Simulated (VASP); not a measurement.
# AgCl (Cmcm) in VASP: notebook

The runs below take AgCl through single point, with LDA.

Everything below comes from runs of VASP 6.6.1. Logs are shortened: lines on timing, memory, paths and dates and some standing lists are left out, and cuts for length are marked.

**1. The cell of the first run**

It takes space group Cmcm (No. 63, orthorhombic). Conventional cell: a = 3.950 Å, b = 11.732 Å, c = 3.521 Å, α = 90.00°, β = 90.00°, γ = 90.00°. Ag (site symmetry m2m) has 7 Cl at 2.67 to 3.42 Å and 4 Ag at 3.00 to 3.52 Å within 3.6 Å. Within 4.0 Å of Cl (site symmetry m2m) lie 7 Ag at 2.67 to 3.42 Å and 10 Cl at 3.52 to 3.95 Å.

**2. Single point, LDA**

Input file INCAR:

```
PREC = Accurate
ENCUT = 520
EDIFF = 1E-6
ISMEAR = 0
SIGMA = 0.03
LREAL = F
LASPH = T
NELM = 100
ALGO = Normal
ISIF = 2
LWAVE = F
LCHARG = T
GGA = CA
LELF = T
LVHAR = T
NBANDS = 26
```

Input file KPOINTS:

```
Automatic mesh
0
Gamma
  10 10 10
```

Input file POSCAR:

```
AgCl
1.0
    1.9750579926     -5.8659152895      0.0000000000
    1.9750579926      5.8659152895      0.0000000000
    0.0000000000      0.0000000000      3.5211058669
Ag Cl
2 2
Direct
    0.3965554000      0.6034446000      0.7500000000
    0.6034446000      0.3965554000      0.2500000000
    0.8654487300      0.1345512700      0.2500000000
    0.1345512700      0.8654487300      0.7500000000
```

Potentials or basis: VASP PAW LDA potentials, release 64 (Ag, Cl).

On the command line:

```sh
$ cat potpaw_LDA.64/Ag/POTCAR potpaw_LDA.64/Cl/POTCAR > POTCAR
$ mpirun -np 1 vasp_std > vasp.out
```

OUTCAR:

```text
PREC = Accurate
   ENCUT = 520
   EDIFF = 1E-6
   ISMEAR = 0
   LREAL = F
   LASPH = T
   NELM = 100
   ISIF = 2
   GGA = CA

 ion  position               nearest neighbor table
   1  0.397  0.603  0.750-   3 2.67   3 2.67   3 2.67   3 2.67   2 3.00   2 3.00   4 3.07
   2  0.603  0.397  0.250-   4 2.67   4 2.67   4 2.67   4 2.67   1 3.00   1 3.00   3 3.07
   3  0.865  0.135  0.250-   1 2.67   1 2.67   1 2.67   1 2.67   2 3.07
   4  0.135  0.865  0.750-   2 2.67   2 2.67   2 2.67   2 2.67   1 3.07

  LATTYP: Found a base centered orthorhombic cell.
 ALAT       =     3.9501159852
 B/A-ratio  =     2.9699964819
 C/A-ratio  =     0.8913930325

  Lattice vectors:

 A1 = (   1.9750579926,  -5.8659152895,   0.0000000000)
 A2 = (   1.9750579926,   5.8659152895,   0.0000000000)
 A3 = (   0.0000000000,   0.0000000000,   3.5211058669)

Analysis of symmetry for initial positions (statically):
=====================================================================
 Subroutine PRICEL returns:
 Original cell was already a primitive cell.

 Routine SETGRP: Setting up the symmetry group for a
 base centered orthorhombic supercell.

 Subroutine GETGRP returns: Found  8 space group operations
 (whereof  4 operations were pure point group operations)
 out of a pool of  8 trial point group operations.

The static configuration has the point symmetry C_2h.
 The point group associated with its full space group is D_2h.

Analysis of symmetry for dynamics (positions and initial velocities):
=====================================================================
 Subroutine PRICEL returns:
 Original cell was already a primitive cell.

 Routine SETGRP: Setting up the symmetry group for a
 base centered orthorhombic supercell.

 Subroutine GETGRP returns: Found  8 space group operations
 (whereof  4 operations were pure point group operations)
 out of a pool of  8 trial point group operations.

The dynamic configuration has the point symmetry C_2h.
 The point group associated with its full space group is D_2h.

 Subroutine INISYM returns: Found  8 space group operations
 (whereof  4 operations are pure point group operations),
 and found     1 'primitive' translations

----------------------------------------------------------------------------------------

                                     Primitive cell

  volume of cell :      81.5877

  direct lattice vectors                    reciprocal lattice vectors
     1.975057993 -5.865915290  0.000000000     0.253157123 -0.085238190  0.000000000
     1.975057993  5.865915290  0.000000000     0.253157123  0.085238190  0.000000000
     0.000000000  0.000000000  3.521105867     0.000000000  0.000000000  0.284001685

  length of vectors
     6.189492407  6.189492407  3.521105867     0.267121841  0.267121841  0.284001685

  position of ions in fractional coordinates (direct lattice)
     0.396555400  0.603444600  0.750000000
     0.603444600  0.396555400  0.250000000
     0.865448730  0.134551270  0.250000000
     0.134551270  0.865448730  0.750000000

  ion indices of the primitive-cell ions
   primitive index   ion index
                 1           1
                 2           2
                 3           3
                 4           4

----------------------------------------------------------------------------------------

 KPOINTS: Automatic mesh

Automatic generation of k-mesh.
 Grid dimensions read from file:
 generate k-points for:   10   10   10

 Generating k-lattice:

  Cartesian coordinates                     Fractional coordinates (reciprocal lattice)
     0.025315712 -0.008523819  0.000000000     0.100000000 -0.000000000  0.000000000
     0.025315712  0.008523819  0.000000000    -0.000000000  0.100000000  0.000000000
     0.000000000  0.000000000  0.028400169     0.000000000  0.000000000  0.100000000

  Length of vectors
     0.026712184  0.026712184  0.028400169

  Shift w.r.t. Gamma in fractional coordinates (k-lattice)
     0.000000000  0.000000000  0.000000000

 Subroutine IBZKPT returns following result:
 ===========================================

 Found    186 irreducible k-points:

 Following reciprocal coordinates:
            Coordinates               Weight
  0.000000  0.000000  0.000000      1.000000
  0.100000 -0.000000  0.000000      4.000000
  0.200000 -0.000000  0.000000      4.000000
  0.300000 -0.000000  0.000000      4.000000
  0.400000 -0.000000  0.000000      4.000000
  0.500000 -0.000000  0.000000      2.000000
[... 16 lines left out ...]
  0.300000  0.300000  0.000000      2.000000
  0.400000  0.300000  0.000000      4.000000
 [... further k-points ...]
   k-points           NKPTS =    186   k-points in BZ     NKDIM =    186   number of bands    NBANDS=     26
   number of dos      NEDOS =    301   number of ions     NIONS =      4
   total plane-waves  NPLWV =  64512
   dimension x,y,z NGX =    48 NGY =   48 NGZ =   28
   dimension x,y,z NGXF=    96 NGYF=   96 NGZF=   56
   ions per type =               2   2
   NGX,Y,Z   is equivalent  to a cutoff of  12.89, 12.89, 13.22 a.u.
   NGXF,Y,Z  is equivalent  to a cutoff of  25.79, 25.79, 26.44 a.u.
 SYSTEM =  unknown system
   PREC   = accura    normal or accurate (medium, high low for compatibility)
   ISTART =      0    job   : 0-new  1-cont  2-samecut
   ICHARG =      2    charge: 1-file 2-atom 10-const
   ISPIN  =      1    spin polarized calculation?
   LNONCOLLINEAR =      F non collinear calculations
   LSORBIT =      F    spin-orbit coupling
   LASPH  =      T    aspherical Exc in radial PAW
   ENCUT  =  520.0 eV  38.22 Ry    6.18 a.u.  11.51 11.51  6.55*2*pi/ulx,y,z
   NELM   =    100;   NELMIN=  2; NELMDL= -5     # of ELM steps
   EDIFF  = 0.1E-05   stopping-criterion for ELM
   LREAL  =      F    real-space projection
   EDIFFG = 0.1E-04   stopping-criterion for IOM
   NSW    =      0    number of steps for IOM
   IBRION =     -1    ionic relax: 0-MD 1-quasi-New 2-CG
   NFREE  =      0    steps in history (QN), initial steepest desc. (CG)
   ISIF   =      2    stress and relaxation
   ISYM   =      2    0-nonsym 1-usesym 2-fastsym
   POTIM  = 0.5000    time-step for ionic-motion
   TEBEG  =    0.0;   TEEND  =   0.0 temperature during run
   PSTRESS=    0.0 pullay stress
   NELECT =      36.0000    total number of electrons
   NUPDOWN=      -1.0000    fix difference up-down
   EMIN   =  10.00;   EMAX   =-10.00  energy-range for DOS
   EFERMI =   0.00;   METHOD = LEGACY
   ISMEAR =     0;   SIGMA  =   0.03  broadening in eV -4-tet -1-fermi 0-gaus
   EFERMI_NEDOS =   21; number of points for ismear=-14 and -15
   IALGO  =     38    algorithm
   IMIX   =      4    mixing-type and parameters
     AMIX     =   0.40;   BMIX     =  1.00
     AMIX_MAG =   1.60;   BMIX_MAG =  1.00
  volume/ion in A,a.u.               =      20.40       137.65
  Fermi-wavevector in a.u.,A,eV,Ry     =   1.246333  2.355228 21.134554  1.553346
  Thomas-Fermi vector in A             =   2.380515
   LORBIT       =      0    0 simple, 1 ext, 2 COOP (PROOUT), +10 PAW based schemes
   GGA     = CA    functional components
   LHFCALC =     F    Hartree Fock is set to
   AEXX    =    0.0000 exact exchange contribution
   IVDW    =     0    specifies the selected vdW correction
   LEPSILON=     F    determine dielectric tensor
   LRPA    =     F    only Hartree local field effects (RPA)
 non-spin polarized calculation
 Gauss-broadening in eV      SIGMA  =   0.03
  energy-cutoff  :      520.00
  volume of cell :       81.59
 maximum number of plane-waves:      2218
 NGX is ok and might be reduce to    48

 number of electron      35.9999996 magnetization

 Free energy of the ion-electron system (eV)
  ---------------------------------------------------
  ext. energy  EPLUGINS =         0.00000000
  ---------------------------------------------------
  free energy    TOTEN  =       -13.37041976 eV

  energy without entropy =      -13.37037554  energy(sigma->0) =      -13.37039765

 E-fermi :   4.2901     XC(G=0): -10.6908

 val. band max:        4.2469908102   @ k =   0.0000   0.0000   0.5000
 cond. band min:       4.3025693261   @ k =   0.0000   0.0000   0.0000
 fundamental gap:      0.0555785159
 Fermi energy:         4.2901455117

 k-point     1 :       0.0000    0.0000    0.0000
  band No.  band energies     occupation
      1     -11.0978      2.00000
      2     -10.5543      2.00000
      3      -0.5509      2.00000
      4       0.3569      2.00000
      5       0.5185      2.00000
      6       0.5794      2.00000
[... 18 lines left out ...]
     25      14.7589      0.00000
     26      15.3985      0.00000

 k-point     2 :       0.1000   -0.0000    0.0000
  band No.  band energies     occupation
      1     -11.0659      2.00000
      2     -10.5442      2.00000
      3      -0.5539      2.00000
      4      -0.0661      2.00000
      5       0.2862      2.00000
      6       0.6469      2.00000
[... 18 lines left out ...]
     25      14.7782      0.00000
     26      15.3532      0.00000

 k-point     3 :       0.2000   -0.0000    0.0000
  band No.  band energies     occupation
      1     -10.9784      2.00000
      2     -10.5194      2.00000
      3      -0.6324      2.00000
      4      -0.5454      2.00000
      5      -0.3626      2.00000
      6       0.3074      2.00000
[... 18 lines left out ...]
     25      14.7903      0.00000
     26      15.0804      0.00000

 k-point     4 :       0.3000   -0.0000    0.0000
  band No.  band energies     occupation
      1     -10.8597      2.00000
      2     -10.4945      2.00000
      3      -1.1718      2.00000
      4      -0.9489      2.00000
      5      -0.5281      2.00000
      6       0.0020      2.00000
[... 18 lines left out ...]
     25      14.7986      0.00000
     26      14.9418      0.00000
[... 496 lines left out ...]
      1     -11.0486      2.00000
      2     -10.6086      2.00000
      3      -0.4707      2.00000
      4       0.3936      2.00000
      5       0.4476      2.00000
      6       0.6019      2.00000
[... 18 lines left out ...]
     25      14.5499      0.00000
     26      15.0963      0.00000

 k-point    23 :       0.3000    0.3000    0.0000
  band No.  band energies     occupation
      1     -10.6775      2.00000
      2     -10.5582      2.00000
      3      -1.7276      2.00000
      4      -1.2032      2.00000
      5      -0.2304      2.00000
      6      -0.1716      2.00000
[... 18 lines left out ...]
     25      14.1894      0.00000
     26      14.6530      0.00000

 k-point    24 :       0.4000    0.3000    0.0000
  band No.  band energies     occupation
      1     -10.7192      2.00000
      2     -10.6403      2.00000
      3      -1.4093      2.00000
      4      -0.8140      2.00000
      5      -0.0406      2.00000
      6       0.0473      2.00000
[... 18 lines left out ...]
     25      14.1552      0.00000
     26      14.3678      0.00000

 [... further k-points ...]
[... 5 lines left out ...]
  --------------------------------------------------------------------------------------
  -------------------------------------------------------------------------------------
  Total       -3.1965856     -2.3375435     -1.8423028      0.0000000      0.0000000      0.0000000
  in kB      -62.7729007    -45.9034744    -36.1781925      0.0000000      0.0000000      0.0000000
  external PRESSURE =     -48.2848559 kB  Pullay stress =       0.0000000 kB

 VOLUME and BASIS-vectors are now :
 -----------------------------------------------------------------------------
  energy-cutoff  :      520.00
  volume of cell :       81.59
      direct lattice vectors                 reciprocal lattice vectors
     1.975057993 -5.865915290  0.000000000     0.253157123 -0.085238190  0.000000000
     1.975057993  5.865915290  0.000000000     0.253157123  0.085238190  0.000000000
     0.000000000  0.000000000  3.521105867     0.000000000  0.000000000  0.284001685

 POSITION                                       TOTAL-FORCE (eV/Angst)
 -----------------------------------------------------------------------------------
      1.97506      1.21359      2.64083         0.000000     -0.038570     -0.000000
      1.97506     -1.21359      0.88028         0.000000      0.038570      0.000000
      1.97506     -4.28738      0.88028         0.000000      0.003970     -0.000000
      1.97506      4.28738      2.64083         0.000000     -0.003970     -0.000000
 -----------------------------------------------------------------------------------
    total drift:                                0.000000     -0.000000      0.000000

  FREE ENERGIE OF THE ION-ELECTRON SYSTEM (eV)
  ---------------------------------------------------
  free  energy   TOTEN  =       -13.3704197560 eV

  energy  without entropy=      -13.3703755439  energy(sigma->0) =      -13.37039765
```

Run time: 3.9 min. Hardware: 1 thread of Intel Xeon 6975P-C (Granite Rapids), shared host; peak memory 0.45 GiB.

What came out:

```
Free energy            : -13.3704 eV
Pressure               : -4.8 GPa
Largest force          : 0.039 eV/Å
Band gap on the k mesh : 0.06 eV (least direct gap 1.84 eV)
```

Forces on the atoms (eV/Å):
```
Ag   0.000 -0.039  0.000
Ag   0.000  0.039  0.000
Cl   0.000  0.004  0.000
Cl   0.000 -0.004  0.000
```

Levels at points of the mesh, in eV from the valence-band top:
| k point | band 15 | band 16 | band 17 | band 18 | band 19 | band 20 | band 21 | band 22 |
| --- | --- | --- | --- | --- | --- | --- | --- | --- |
| (0.00, 0.00, 0.00) | -2.55 | -1.97 | -1.87 | -1.79 | 0.06 | 2.81 | 6.61 | 8.31 |
| (0.50, 0.00, 0.00) | -1.68 | -1.41 | -0.18 | -0.10 | 2.31 | 5.18 | 6.14 | 6.78 |
| (0.50, 0.50, 0.00) | -2.36 | -2.06 | -1.80 | -1.70 | 1.26 | 2.88 | 5.48 | 8.42 |
| (0.00, 0.00, 0.50) | -1.50 | -1.50 | 0.00 | 0.00 | 3.88 | 3.88 | 6.22 | 6.22 |
| (0.50, 0.00, 0.50) | -2.40 | -2.40 | -1.77 | -1.77 | 2.37 | 2.37 | 6.69 | 6.69 |
| (0.50, 0.50, 0.50) | -1.27 | -1.27 | -0.01 | -0.01 | 3.02 | 3.02 | 6.72 | 6.72 |

Caveat: the cell stands under tension; semilocal functionals underestimate gaps, and a narrow one can read as zero. A k mesh can miss the band edges.

**3. Single point, LDA**

This run uses another cell than the first one, of the same volume but with other edges.

Input file INCAR:

```
  PREC = Accurate
  ENCUT = 520
  EDIFF = 1E-7
  ISMEAR = 0
  SIGMA = 0.03
  LREAL = F
  LASPH = T
  NELM = 80
  ALGO = Normal
  ISIF = 2
  LWAVE = F
  LCHARG = F
  NBANDS = 26
```

KPOINTS is that of step 2.

Input file POSCAR:

```
AgCl
1.0
    1.7605934373     -5.2289563148      0.0000000000
    1.7605934373      5.2289563148      0.0000000000
    0.0000000000      0.0000000000      4.4311926300
Ag Cl
2 2
Direct
    0.3965554000      0.6034446000      0.7500000000
    0.6034446000      0.3965554000      0.2500000000
    0.8654487300      0.1345512700      0.2500000000
    0.1345512700      0.8654487300      0.7500000000
```

Potentials or basis: VASP PAW LDA potentials, release 64 (Ag, Cl).

On the command line:

```sh
$ cat potpaw_LDA.64/Ag/POTCAR potpaw_LDA.64/Cl/POTCAR > POTCAR
$ mpirun -np 1 vasp_std > vasp.out
```

Run time: 6.5 min. Hardware: 1 thread of Intel Xeon 6975P-C (Granite Rapids), shared host; peak memory 0.43 GiB.

Results (log left out):

- Free energy: -13.2459 eV
- Pressure: -6.9 GPa
- Largest force: 0.095 eV/Å
- Band gap on the k mesh: 0.37 eV (least direct gap 1.21 eV)

Forces in eV/Å, atoms in the order of the input:
```
Ag   0.000 -0.075  0.000
Ag   0.000  0.075  0.000
Cl   0.000 -0.095  0.000
Cl   0.000  0.095  0.000
```

Stress tensor (GPa, compression positive):
```
-5.20  0.00  0.00
 0.00 -6.72  0.00
 0.00  0.00 -8.71
```

Levels at points of the mesh, in eV from the valence-band top:
```csv
k point,band 14,band 15,band 16,band 17,band 18,band 19,band 20,band 21,band 22,band 23
"(0.00, 0.00, 0.00)",-1.82,-1.69,-1.46,-1.21,-0.84,0.37,2.64,8.48,8.60,9.21
"(0.50, 0.00, 0.00)",-1.36,-0.94,-0.66,-0.03,0.00,3.46,4.72,5.36,5.93,6.78
"(0.50, 0.50, 0.00)",-1.96,-1.61,-1.43,-1.16,-1.11,2.73,3.99,6.68,8.18,8.45
"(0.00, 0.00, 0.50)",-1.95,-1.20,-1.20,-0.13,-0.13,4.09,4.09,7.05,7.05,8.73
"(0.50, 0.00, 0.50)",-2.03,-1.74,-1.74,-1.03,-1.03,3.19,3.19,7.72,7.72,8.00
"(0.50, 0.50, 0.50)",-1.72,-0.29,-0.29,-0.18,-0.18,3.97,3.97,6.36,6.36,9.02
```

Caveat: the cell stands under tension; semilocal functionals underestimate gaps, and a narrow one can read as zero.

**4. Single point, LDA**

This run uses another cell than the first one, of the same volume but with other edges.

Input file INCAR:

```
  PREC = Accurate
  ENCUT = 520
  EDIFF = 1E-6
  ISMEAR = 0
  SIGMA = 0.03
  LREAL = F
  LASPH = T
  NELM = 100
  ALGO = Normal
  ISIF = 2
  LWAVE = F
  LCHARG = F
  NBANDS = 26
```

Input file KPOINTS:

```
regular mesh
0
Gamma
  10 10 10
```

Input file POSCAR:

```
AgCl
1.0
    1.9236389033     -5.7132007751      0.0000000000
    1.9236389033      5.7132007751      0.0000000000
    0.0000000000      0.0000000000      3.7118608241
Ag Cl
2 2
Direct
    0.3965554000      0.6034446000      0.7500000000
    0.6034446000      0.3965554000      0.2500000000
    0.8654487300      0.1345512700      0.2500000000
    0.1345512700      0.8654487300      0.7500000000
```

On the command line:

```sh
$ cat potpaw_LDA.64/Ag/POTCAR potpaw_LDA.64/Cl/POTCAR > POTCAR
$ mpirun -np 1 vasp_std > vasp.out
```

Run time: 4 min. Hardware: 1 thread of Intel Xeon 6975P-C (Granite Rapids), shared host; peak memory 0.45 GiB.

It converged, with:

```
Free energy            : -13.3965 eV
Pressure               : -5.4 GPa
Largest force          : 0.033 eV/Å
Band gap on the k mesh : 0.20 eV (least direct gap 1.91 eV)
```

Forces in eV/Å, atoms in the order of the input:
```
Ag   0.000 -0.033  0.000
Ag   0.000  0.033  0.000
Cl   0.000 -0.012  0.000
Cl   0.000  0.012  0.000
```

Stress tensor (GPa, compression positive):
```
-6.21  0.00  0.00
 0.00 -4.71  0.00
 0.00  0.00 -5.27
```

Levels at points of the mesh, in eV from the valence-band top:
| k point | band 16 | band 17 | band 18 | band 19 | band 20 | band 21 |
| --- | --- | --- | --- | --- | --- | --- |
| (0.00, 0.00, 0.00) | -1.77 | -1.73 | -1.71 | 0.20 | 2.94 | 7.08 |
| (0.50, 0.00, 0.00) | -1.19 | -0.08 | -0.01 | 2.68 | 5.11 | 5.88 |
| (0.50, 0.50, 0.00) | -1.84 | -1.70 | -1.58 | 1.60 | 3.20 | 5.88 |
| (0.00, 0.00, 0.50) | -1.36 | 0.00 | 0.00 | 4.11 | 4.11 | 6.42 |
| (0.50, 0.00, 0.50) | -2.22 | -1.62 | -1.62 | 2.49 | 2.49 | 6.94 |
| (0.50, 0.50, 0.50) | -0.99 | -0.02 | -0.02 | 3.24 | 3.24 | 6.72 |

Caveat: the cell stands under tension; semilocal functionals underestimate gaps, and a narrow one can read as zero. A k mesh can miss the band edges.

**5. Summary**

```csv
cell,gap on the mesh (eV),pressure (GPa),largest force (eV/Å)
"a = 6.189, b = 6.189, c = 3.521 Å, angles 90.0, 90.0, 142.8°, 4 atoms",0.06,-4.8,0.04
"a = 5.517, b = 5.517, c = 4.431 Å, angles 90.0, 90.0, 142.8°, 4 atoms",0.37,-6.9,0.09
"a = 6.028, b = 6.028, c = 3.712 Å, angles 90.0, 90.0, 142.8°, 4 atoms",0.20,-5.4,0.03
```

Alike in all rows: task single point; level LDA; potentials or basis VASP PAW LDA potentials, release 64 (Ag, Cl); no spin polarisation; k mesh 10 × 10 × 10; cutoff (eV) 520; smearing gaussian 0.03 eV.

Caveats: the cell stands under tension; semilocal functionals underestimate gaps, and a narrow one can read as zero.

Absolute energies hang on the potentials; compare differences alone.
